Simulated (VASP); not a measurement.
# Ru (Cmcm) in VASP: further runs

Ru is run at these levels: LDA; tasks: single point.

All numbers are computed with VASP 6.6.1; they aren't measurements. Logs are shortened: lines on timing, memory, paths and dates and some standing lists are left out, and cuts for length are marked.

## Step 1: The cell of the first run

Symmetry: Cmcm, No. 63, orthorhombic system. Conventional cell: a = 2.674 Å, b = 4.632 Å, c = 4.227 Å, α = 90.00°, β = 90.00°, γ = 90.00°. Ru (site symmetry m2m) has 12 Ru at 2.54 to 2.67 Å within 3.3 Å.

## Step 2: Single point, LDA (atoms displaced along a vibrational mode)

INCAR reads:

```
SYSTEM = Ru
ALGO     = Fast           ! electronic algorithm
EDIFF    = 1E-7           ! SCF threshold, eV
ENCUT    = 520            ! plane-wave cutoff, eV
ISIF     = 2              ! what is computed and relaxed
ISMEAR   = 0              ! smearing method
LASPH    = .True.         ! aspherical terms in the spheres
LCHARG   = .False.        ! write CHGCAR
LREAL    = .False.        ! projectors in reciprocal space
LWAVE    = .False.        ! write WAVECAR
NBANDS   = 21             ! bands
NELM     = 60             ! most SCF steps
PREC     = Accurate       ! precision mode
SIGMA    = 0.15           ! smearing width, eV
```

KPOINTS reads:

```
k-points
0
Gamma
  21 21 10
  0 0 0
```

POSCAR reads:

```
Ru
1.0
    2.6740588025      0.0000000000      0.0000000000
   -1.3370294013      2.3158028542      0.0000000000
    0.0000000000      0.0000000000      4.2267610266
Ru
2
Direct
    0.3484468824      0.6968937647      0.2500000000
    0.6515531176      0.3031062353      0.7500000000
```

Potentials or basis: VASP PAW LDA potentials, release 64 (Ru_pv).

Launch:

```console
$ cat potpaw_LDA.64/Ru_pv/POTCAR > POTCAR
$ mpirun -np 1 vasp_std > vasp.out
```

OUTCAR:

```text
SYSTEM = Ru
   EDIFF = 1E-7
   ENCUT = 520
   ISIF = 2
   ISMEAR = 0
   LASPH = .True.
   LREAL = .False.
   NELM = 60
   PREC = Accurate

 ion  position               nearest neighbor table
   1  0.348  0.697  0.250-   2 2.54   2 2.54   2 2.66   2 2.66   2 2.66   2 2.66
   2  0.652  0.303  0.750-   1 2.54   1 2.54   1 2.66   1 2.66   1 2.66   1 2.66

  LATTYP: Found a hexagonal cell.
 ALAT       =     2.6740588025
 C/A-ratio  =     1.5806537323

  Lattice vectors:

 A1 = (   2.6740588025,   0.0000000000,   0.0000000000)
 A2 = (  -1.3370294013,   2.3158028542,   0.0000000000)
 A3 = (   0.0000000000,   0.0000000000,   4.2267610266)

Analysis of symmetry for initial positions (statically):
=====================================================================
 Subroutine PRICEL returns:
 Original cell was already a primitive cell.

 Routine SETGRP: Setting up the symmetry group for a
 hexagonal supercell.

 Subroutine GETGRP returns: Found  8 space group operations
 (whereof  4 operations were pure point group operations)
 out of a pool of 24 trial point group operations.

The static configuration has the point symmetry C_2h.
 The point group associated with its full space group is D_2h.

Analysis of symmetry for dynamics (positions and initial velocities):
=====================================================================
 Subroutine PRICEL returns:
 Original cell was already a primitive cell.

 Routine SETGRP: Setting up the symmetry group for a
 hexagonal supercell.

 Subroutine GETGRP returns: Found  8 space group operations
 (whereof  4 operations were pure point group operations)
 out of a pool of 24 trial point group operations.

The dynamic configuration has the point symmetry C_2h.
 The point group associated with its full space group is D_2h.

 Subroutine INISYM returns: Found  8 space group operations
 (whereof  4 operations are pure point group operations),
 and found     1 'primitive' translations

----------------------------------------------------------------------------------------

                                     Primitive cell

  volume of cell :      26.1746

  direct lattice vectors                    reciprocal lattice vectors
     2.674058802  0.000000000  0.000000000     0.373963355  0.215907843  0.000000000
    -1.337029401  2.315802854  0.000000000     0.000000000  0.431815687  0.000000000
     0.000000000  0.000000000  4.226761027     0.000000000  0.000000000  0.236587778

  length of vectors
     2.674058802  2.674058803  4.226761027     0.431815687  0.431815687  0.236587778

  position of ions in fractional coordinates (direct lattice)
     0.348446882  0.696893765  0.250000000
     0.651553118  0.303106235  0.750000000

  ion indices of the primitive-cell ions
   primitive index   ion index
                 1           1
                 2           2

----------------------------------------------------------------------------------------

 KPOINTS: k-points

Automatic generation of k-mesh.
 Grid dimensions read from file:
 generate k-points for:   21   21   10

 Generating k-lattice:

  Cartesian coordinates                     Fractional coordinates (reciprocal lattice)
     0.017807779  0.010281326  0.000000000     0.047619048 -0.000000000  0.000000000
     0.000000000  0.020562652  0.000000000     0.000000000  0.047619048  0.000000000
     0.000000000  0.000000000  0.023658778     0.000000000  0.000000000  0.100000000

  Length of vectors
     0.020562652  0.020562652  0.023658778

  Shift w.r.t. Gamma in fractional coordinates (k-lattice)
     0.000000000  0.000000000  0.000000000

 Subroutine IBZKPT returns following result:
 ===========================================

 Found    726 irreducible k-points:

 Following reciprocal coordinates:
            Coordinates               Weight
  0.000000  0.000000  0.000000      1.000000
  0.047619 -0.000000  0.000000      4.000000
  0.000000  0.047619  0.000000      2.000000
  0.095238 -0.000000  0.000000      4.000000
  0.000000  0.095238  0.000000      2.000000
  0.142857  0.000000  0.000000      4.000000
[... 16 lines left out ...]
 -0.095238  0.047619  0.000000      2.000000
  0.095238  0.047619  0.000000      4.000000
 [... further k-points ...]
   k-points           NKPTS =    726   k-points in BZ     NKDIM =    726   number of bands    NBANDS=     21
   number of dos      NEDOS =    301   number of ions     NIONS =      2
   total plane-waves  NPLWV =  12800
   dimension x,y,z NGX =    20 NGY =   20 NGZ =   32
   dimension x,y,z NGXF=    40 NGYF=   40 NGZF=   64
   ions per type =               2
   NGX,Y,Z   is equivalent  to a cutoff of  12.43, 12.43, 12.59 a.u.
   NGXF,Y,Z  is equivalent  to a cutoff of  24.87, 24.87, 25.17 a.u.
 SYSTEM =  Ru
   PREC   = accura    normal or accurate (medium, high low for compatibility)
   ISTART =      0    job   : 0-new  1-cont  2-samecut
   ICHARG =      2    charge: 1-file 2-atom 10-const
   ISPIN  =      1    spin polarized calculation?
   LNONCOLLINEAR =      F non collinear calculations
   LSORBIT =      F    spin-orbit coupling
   LASPH  =      T    aspherical Exc in radial PAW
   ENCUT  =  520.0 eV  38.22 Ry    6.18 a.u.   4.97  4.97  7.86*2*pi/ulx,y,z
   NELM   =     60;   NELMIN=  2; NELMDL= -5     # of ELM steps
   EDIFF  = 0.1E-06   stopping-criterion for ELM
   LREAL  =      F    real-space projection
   EDIFFG = 0.1E-05   stopping-criterion for IOM
   NSW    =      0    number of steps for IOM
   IBRION =     -1    ionic relax: 0-MD 1-quasi-New 2-CG
   NFREE  =      0    steps in history (QN), initial steepest desc. (CG)
   ISIF   =      2    stress and relaxation
   ISYM   =      2    0-nonsym 1-usesym 2-fastsym
   POTIM  = 0.5000    time-step for ionic-motion
   TEBEG  =    0.0;   TEEND  =   0.0 temperature during run
   PSTRESS=    0.0 pullay stress
   NELECT =      28.0000    total number of electrons
   NUPDOWN=      -1.0000    fix difference up-down
   EMIN   =  10.00;   EMAX   =-10.00  energy-range for DOS
   EFERMI =   0.00;   METHOD = LEGACY
   ISMEAR =     0;   SIGMA  =   0.15  broadening in eV -4-tet -1-fermi 0-gaus
   EFERMI_NEDOS =   21; number of points for ismear=-14 and -15
   IALGO  =     68    algorithm
   IMIX   =      4    mixing-type and parameters
     AMIX     =   0.40;   BMIX     =  1.00
     AMIX_MAG =   1.60;   BMIX_MAG =  1.00
  volume/ion in A,a.u.               =      13.09        88.32
  Fermi-wavevector in a.u.,A,eV,Ry     =   1.674303  3.163974 38.141091  2.803291
  Thomas-Fermi vector in A             =   2.759122
   LORBIT       =      0    0 simple, 1 ext, 2 COOP (PROOUT), +10 PAW based schemes
   GGA     = CA    functional components
   LHFCALC =     F    Hartree Fock is set to
   AEXX    =    0.0000 exact exchange contribution
   IVDW    =     0    specifies the selected vdW correction
   LEPSILON=     F    determine dielectric tensor
   LRPA    =     F    only Hartree local field effects (RPA)
 non-spin polarized calculation
 RMM-DIIS sequential band-by-band and
 Gauss-broadening in eV      SIGMA  =   0.15
  energy-cutoff  :      520.00
  volume of cell :       26.17
 maximum number of plane-waves:       732
   NGX =  9   NGY =  9   NGZ = 15

 number of electron      28.0000000 magnetization

 Free energy of the ion-electron system (eV)
  ---------------------------------------------------
  ext. energy  EPLUGINS =         0.00000000
  ---------------------------------------------------
  free energy    TOTEN  =       -21.32280694 eV

  energy without entropy =      -21.30371133  energy(sigma->0) =      -21.31325913

 E-fermi :  13.4034     XC(G=0): -14.6048

 val. band max:       13.4015979973   @ k =  -0.1905  -0.4286   0.3000
 cond. band min:      13.4052398781   @ k =   0.1429   0.0952   0.3000
 fundamental gap:      0.0036418809
 Fermi energy:        13.4033605401

 k-point     1 :       0.0000    0.0000    0.0000
  band No.  band energies     occupation
      1     -30.2419      2.00000
      2     -29.2010      2.00000
      3     -29.0926      2.00000
      4     -28.9708      2.00000
      5     -28.9448      2.00000
      6     -28.8970      2.00000
[... 13 lines left out ...]
     20      23.3393      0.00000
     21      24.1687      0.00000

 k-point     2 :       0.0476   -0.0000    0.0000
  band No.  band energies     occupation
      1     -30.2336      2.00000
      2     -29.2103      2.00000
      3     -29.1092      2.00000
      4     -28.9875      2.00000
      5     -28.9504      2.00000
      6     -28.9005      2.00000
[... 13 lines left out ...]
     20      23.3392      0.00000
     21      24.1557      0.00000

 k-point     3 :       0.0000    0.0476    0.0000
  band No.  band energies     occupation
      1     -30.2322      2.00000
      2     -29.2195      2.00000
      3     -29.1006      2.00000
      4     -28.9718      2.00000
      5     -28.9656      2.00000
      6     -28.9021      2.00000
[... 13 lines left out ...]
     20      23.3393      0.00000
     21      24.1537      0.00000

 k-point     4 :       0.0952   -0.0000    0.0000
  band No.  band energies     occupation
      1     -30.2090      2.00000
      2     -29.2416      2.00000
      3     -29.1532      2.00000
      4     -29.0408      2.00000
      5     -28.9614      2.00000
      6     -28.9110      2.00000
[... 13 lines left out ...]
     20      23.3392      0.00000
     21      24.1124      0.00000

 k-point     5 :       0.0000    0.0952    0.0000
  band No.  band energies     occupation
      1     -30.2034      2.00000
      2     -29.2732      2.00000
      3     -29.1231      2.00000
      4     -29.0257      2.00000
      5     -28.9756      2.00000
      6     -28.9173      2.00000
[... 13 lines left out ...]
     20      23.3392      0.00000
     21      24.1058      0.00000
[... 382 lines left out ...]
     20      25.3767      0.00000
     21      26.5705      0.00000

 k-point    22 :       0.0476    0.0476    0.0000
  band No.  band energies     occupation
      1     -30.2144      2.00000
      2     -29.2476      2.00000
      3     -29.1251      2.00000
      4     -29.0085      2.00000
      5     -28.9704      2.00000
      6     -28.9106      2.00000
[... 13 lines left out ...]
     20      23.3393      0.00000
     21      24.1236      0.00000

 k-point    23 :      -0.0952    0.0476    0.0000
  band No.  band energies     occupation
      1     -30.2185      2.00000
      2     -29.2195      2.00000
      3     -29.1490      2.00000
      4     -29.0288      2.00000
      5     -28.9538      2.00000
      6     -28.9060      2.00000
[... 13 lines left out ...]
     20      23.3393      0.00000
     21      24.1301      0.00000

 k-point    24 :       0.0952    0.0476    0.0000
  band No.  band energies     occupation
      1     -30.1810      2.00000
      2     -29.2976      2.00000
      3     -29.1803      2.00000
      4     -29.0718      2.00000
      5     -28.9807      2.00000
      6     -28.9261      2.00000
[... 13 lines left out ...]
     20      23.3392      0.00000
     21      24.0599      0.00000

 [... further k-points ...]
[... 5 lines left out ...]
  --------------------------------------------------------------------------------------
  -------------------------------------------------------------------------------------
  Total       -0.1785577      0.6871976      0.5367912     -0.0000000      0.0000000      0.0000000
  in kB      -10.9297150     42.0641354     32.8575932     -0.0000000      0.0000000      0.0000000
  external PRESSURE =      21.3306712 kB  Pullay stress =       0.0000000 kB

 VOLUME and BASIS-vectors are now :
 -----------------------------------------------------------------------------
  energy-cutoff  :      520.00
  volume of cell :       26.17
      direct lattice vectors                 reciprocal lattice vectors
     2.674058802  0.000000000  0.000000000     0.373963355  0.215907843  0.000000000
    -1.337029401  2.315802854  0.000000000     0.000000000  0.431815687  0.000000000
     0.000000000  0.000000000  4.226761027     0.000000000  0.000000000  0.236587778

 POSITION                                       TOTAL-FORCE (eV/Angst)
 -----------------------------------------------------------------------------------
      0.00000      1.61387      1.05669         0.000000     -1.043040     -0.000000
      1.33703      0.70193      3.17007        -0.000000      1.043040      0.000000
 -----------------------------------------------------------------------------------
    total drift:                               -0.000000      0.000000     -0.000000

  FREE ENERGIE OF THE ION-ELECTRON SYSTEM (eV)
  ---------------------------------------------------
  free  energy   TOTEN  =       -21.3228069351 eV

  energy  without entropy=      -21.3037113292  energy(sigma->0) =      -21.31325913
```

It took 2.3 min on 1 thread of Intel Xeon 6975P-C (Granite Rapids), shared host; peak memory 0.39 GiB.

What came out:

```yaml
Free_energy: -21.3228 eV
Pressure: 2.1 GPa
Largest_force: 1.043 eV/Å
Band_gap_on_the_k_mesh: zero (bands 14 and 15 overlap by 3.20 eV)
```

Forces on the atoms (eV/Å):
```
Ru   0.000 -1.043  0.000
Ru   0.000  1.043  0.000
```

Stress tensor (GPa, compression positive):
```
-1.09  0.00  0.00
 0.00  4.21  0.00
 0.00  0.00  3.29
```

Levels at points of the mesh, in eV from the Fermi level:
```
           k point  band 10  band 11  band 12  band 13  band 14  band 15  band 16  band 17  band 18  band 19
(0.00, 0.00, 0.00)    -2.78    -2.68    -2.20    -1.89    -1.76    -1.02     0.72     1.34     1.69     9.93
(0.00, 0.00, 0.50)    -3.03    -2.94    -2.94    -2.77    -2.77     0.38     0.38     0.72     0.72     9.94
```

Caveat: the cell differs from its parent crystal (atoms displaced along a vibrational mode); forces of over 1 eV/Å act on the atoms, so gaps and moduli don't describe the material at rest.

## Step 3: Single point, LDA (atoms displaced along a vibrational mode)

INCAR reads:

```
SYSTEM = Ru
ALGO = Fast
EDIFF = 1E-6
ENCUT = 520
GGA = CA
ISIF = 2
ISMEAR = 0
LASPH = .TRUE.
LCHARG = .TRUE.
LELF = .TRUE.
LREAL = .FALSE.
LVHAR = .TRUE.
LWAVE = .FALSE.
NBANDS = 21
NELM = 100
PREC = Accurate
SIGMA = 0.15
```

KPOINTS reads:

```
k-points
0
G
  21 21 10
  0 0 0
```

POSCAR reads:

```
Ru
1.0
    2.6740588025      0.0000000000      0.0000000000
   -1.3370294013      2.3158028542      0.0000000000
    0.0000000000      0.0000000000      4.2267610266
Ru
2
Direct
    0.3182197843      0.6364395686      0.2500000000
    0.6817802157      0.3635604314      0.7500000000
```

Potentials or basis: VASP PAW LDA potentials, release 64 (Ru_pv).

Launch:

```console
$ cat potpaw_LDA.64/Ru_pv/POTCAR > POTCAR
$ mpirun -np 1 vasp_std > vasp.out
```

Wall time 2 min (1 thread of Intel Xeon 6975P-C (Granite Rapids), shared host); peak memory 0.39 GiB.

It converged, with:

```yaml
Free_energy: -21.3194 eV
Pressure: 2.0 GPa
Largest_force: 1.116 eV/Å
Band_gap_on_the_k_mesh: zero (bands 14 and 15 overlap by 3.37 eV)
```

Forces on the atoms (eV/Å):
```
Ru   0.000  1.116  0.000
Ru   0.000 -1.116  0.000
```

Stress tensor (GPa, compression positive):
```
 4.29  0.00  0.00
 0.00 -1.41  0.00
 0.00  0.00  3.24
```

Levels at points of the mesh, in eV from the Fermi level:
| k point | band 12 | band 13 | band 14 | band 15 | band 16 | band 17 |
| --- | --- | --- | --- | --- | --- | --- |
| (0.00, 0.00, 0.00) | -1.97 | -1.93 | -1.89 | -0.98 | 0.70 | 1.34 |
| (0.00, 0.00, 0.50) | -2.85 | -2.85 | -2.85 | 0.38 | 0.38 | 0.70 |

Caveat: the cell differs from its parent crystal (atoms displaced along a vibrational mode); forces of over 1 eV/Å act on the atoms, so gaps and moduli don't describe the material at rest.
